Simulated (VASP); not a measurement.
# Ta (Im-3m) in VASP: settings compared, part 2 of 2

VASP 6.6.1.

## 3. Single point, PBE

The input, INCAR:

```
SYSTEM = Ta
PREC = Accurate ; ENCUT = 520
EDIFF = 1E-7 ; ISMEAR = 0
SIGMA = 0.15 ; LREAL = .FALSE.
LASPH = .TRUE. ; NELM = 100
ALGO = Normal ; ISIF = 2
LWAVE = .FALSE. ; LCHARG = .FALSE.
GGA = PE ; NBANDS = 12
```

The input, KPOINTS:

```
Automatic mesh
0
G
  18 18 18
  0 0 0
```

The input, POSCAR:

```
Ta
1.0
   -1.6594835689      1.6594835689      1.6594835689
    1.6594835689     -1.6594835689      1.6594835689
    1.6594835689      1.6594835689     -1.6594835689
Ta
1
Direct
    0.0000000000      0.0000000000      0.0000000000
```

Potentials or basis: VASP PAW PBE potentials, release 64 (Ta_pv).

On the command line:

```
$ cat potpaw_PBE.64/Ta_pv/POTCAR > POTCAR
$ mpirun -np 1 vasp_std > vasp.out
```

OUTCAR:

```text
SYSTEM = Ta
   PREC = Accurate
   ENCUT = 520
   EDIFF = 1E-7
   ISMEAR = 0
   LREAL = .FALSE.
   LASPH = .TRUE.
   NELM = 100
   ISIF = 2
   GGA = PE

 ion  position               nearest neighbor table
   1  0.000  0.000  0.000-

  LATTYP: Found a body centered cubic cell.
 ALAT       =     3.3189671378

  Lattice vectors:

 A1 = (  -1.6594835689,   1.6594835689,   1.6594835689)
 A2 = (   1.6594835689,  -1.6594835689,   1.6594835689)
 A3 = (   1.6594835689,   1.6594835689,  -1.6594835689)

[... 530 lines left out ...]
      4       1.4389      2.00000
      5       3.9847      2.00000
      6       5.9833      0.00000
      7       9.0687      0.00000
      8      10.3357      0.00000
      9      13.1218      0.00000
     10      16.6490      0.00000
     11      18.2628      0.00000
     12      20.0228      0.00000

 [... further k-points ...]
[... 5 lines left out ...]
  --------------------------------------------------------------------------------------
  -------------------------------------------------------------------------------------
  Total        0.0119001      0.0119001      0.0119001      0.0000000     -0.0000000      0.0000000
  in kB        1.0429915      1.0429915      1.0429915      0.0000000     -0.0000000      0.0000000
  external PRESSURE =       1.0429915 kB  Pullay stress =       0.0000000 kB

 VOLUME and BASIS-vectors are now :
 -----------------------------------------------------------------------------
  energy-cutoff  :      520.00
  volume of cell :       18.28
      direct lattice vectors                 reciprocal lattice vectors
    -1.659483569  1.659483569  1.659483569     0.000000000  0.301298554  0.301298554
     1.659483569 -1.659483569  1.659483569     0.301298554  0.000000000  0.301298554
     1.659483569  1.659483569 -1.659483569     0.301298554  0.301298554  0.000000000

 POSITION                                       TOTAL-FORCE (eV/Angst)
 -----------------------------------------------------------------------------------
      0.00000      0.00000      0.00000         0.000000     -0.000000      0.000000
 -----------------------------------------------------------------------------------
    total drift:                                0.000000      0.000000     -0.000000

  FREE ENERGIE OF THE ION-ELECTRON SYSTEM (eV)
  ---------------------------------------------------
  free  energy   TOTEN  =       -11.8202410457 eV

  energy  without entropy=      -11.8058104779  energy(sigma->0) =      -11.81302576
```

It took 44 s on 1 thread of AMD EPYC 7R13, shared host; peak memory 0.17 GiB.

Results:

```
Free energy : -11.8202 eV
Pressure    : 0.1 GPa
```

Levels at points of the mesh, in eV from the Fermi level:
```csv
k point,band 2,band 3,band 4,band 5,band 6,band 7,band 8,band 9
"(0.00, 0.00, 0.00)",-33.14,-33.14,-7.87,0.73,0.73,0.73,3.95,3.95
"(0.50, 0.00, 0.00)",-33.50,-33.14,-4.32,-1.51,1.51,3.82,4.83,7.65
"(0.50, 0.50, 0.50)",-33.92,-33.92,-3.72,-3.72,6.71,6.71,6.71,8.51
```

Caveat: spin-orbit coupling is left out, which moves the levels of the heavy elements.

## 4. Single point, PBE+D3(BJ)

The input, INCAR:

```
SYSTEM = Ta
  PREC = Accurate
  ENCUT = 520
  EDIFF = 1E-6
  ISMEAR = 0
  SIGMA = 0.1
  LREAL = .False.
  LASPH = .True.
  NELM = 60
  ALGO = Normal
  ISIF = 2
  LWAVE = .False.
  LCHARG = .True.
  GGA = PE
  IVDW = 12
  LELF = .True.
  LVHAR = .True.
  NBANDS = 12
```

The input, KPOINTS:

```
Automatic mesh
0
Gamma
  18 18 18
  0 0 0
```

POSCAR is that of step 3.

On the command line:

```
$ cat potpaw_PBE.64/Ta_pv/POTCAR > POTCAR
$ mpirun -np 1 vasp_std > vasp.out
```

It took 46 s on 1 thread of AMD EPYC 7R13, shared host; peak memory 0.18 GiB.

It converged, with:

```yaml
Free_energy: -12.4686 eV
Pressure: -5.9 GPa
Dispersion_energy_per_atom: -0.652 eV
```

Levels at points of the mesh, in eV from the Fermi level:
| k point | band 3 | band 4 | band 5 | band 6 | band 7 | band 8 |
| --- | --- | --- | --- | --- | --- | --- |
| (0.00, 0.00, 0.00) | -33.14 | -7.87 | 0.72 | 0.72 | 0.72 | 3.95 |
| (0.50, 0.00, 0.00) | -33.15 | -4.32 | -1.51 | 1.51 | 3.82 | 4.83 |
| (0.50, 0.50, 0.50) | -33.92 | -3.72 | -3.72 | 6.71 | 6.71 | 6.71 |

Caveat: spin-orbit coupling is left out, which moves the levels of the heavy elements; pairwise dispersion overbinds metals, which lowers pressure and volume.

## 5. Single point, PBE

The input, INCAR:

```
ALGO = Normal
EDIFF = 1E-6
ENCUT = 520
GGA = PE
ISIF = 2
ISMEAR = 0
LASPH = T
LCHARG = F
LREAL = F
LWAVE = F
NBANDS = 12
NELM = 100
PREC = Accurate
SIGMA = 0.15
```

The input, KPOINTS:

```
k-points
0
Gamma
  20 20 20
```

POSCAR is that of step 4.

On the command line:

```
$ cat potpaw_PBE.64/Ta_pv/POTCAR > POTCAR
$ mpirun -np 1 vasp_std > vasp.out
```

It took 58 s on 1 thread of AMD EPYC 7R13, shared host; peak memory 0.19 GiB.

Results (log left out):

* Free energy: -11.8205 eV
* Pressure: 0.2 GPa

Levels at points of the mesh, in eV from the Fermi level:
| k point | band 2 | band 3 | band 4 | band 5 | band 6 | band 7 | band 8 | band 9 | band 10 | band 11 |
| --- | --- | --- | --- | --- | --- | --- | --- | --- | --- | --- |
| (0.00, 0.00, 0.00) | -33.12 | -33.12 | -7.85 | 0.74 | 0.74 | 0.74 | 3.96 | 3.96 | 14.65 | 14.95 |
| (0.50, 0.00, 0.00) | -33.49 | -33.13 | -4.30 | -1.49 | 1.53 | 3.83 | 4.84 | 7.66 | 11.50 | 11.88 |
| (0.50, 0.50, 0.50) | -33.91 | -33.91 | -3.71 | -3.71 | 6.72 | 6.72 | 6.72 | 8.53 | 8.53 | 8.53 |

Caveat: spin-orbit coupling is left out, which moves the levels of the heavy elements.

## 6. Overview

| level | k mesh | smearing | gap on the mesh (eV) | pressure (GPa) |
| --- | --- | --- | --- | --- |
| PBE | 18 × 18 × 18 | gaussian 0.1 eV | none | 0.1 |
| PBE | 18 × 18 × 18 | gaussian 0.15 eV | none | 0.1 |
| PBE+D3(BJ) | 18 × 18 × 18 | gaussian 0.1 eV | none | -5.9 |
| PBE | 20 × 20 × 20 | gaussian 0.15 eV | none | 0.2 |

Alike in all rows: task single point; potentials or basis VASP PAW PBE potentials, release 64 (Ta_pv); no spin polarisation; cell as given; cutoff (eV) 520.

Every run on the cell as given and a fine mesh finds a metal. The pressure there spans -5.9 GPa (PBE+D3(BJ)) to 0.2 GPa (PBE); a positive pressure means that this level wants a larger cell, a negative one a smaller.

Caveats: spin-orbit coupling is left out, which moves the levels of the heavy elements; pairwise dispersion overbinds metals, which lowers pressure and volume (some runs).

Total energies depend on the potentials used, so only differences within one code and one set of settings carry meaning.
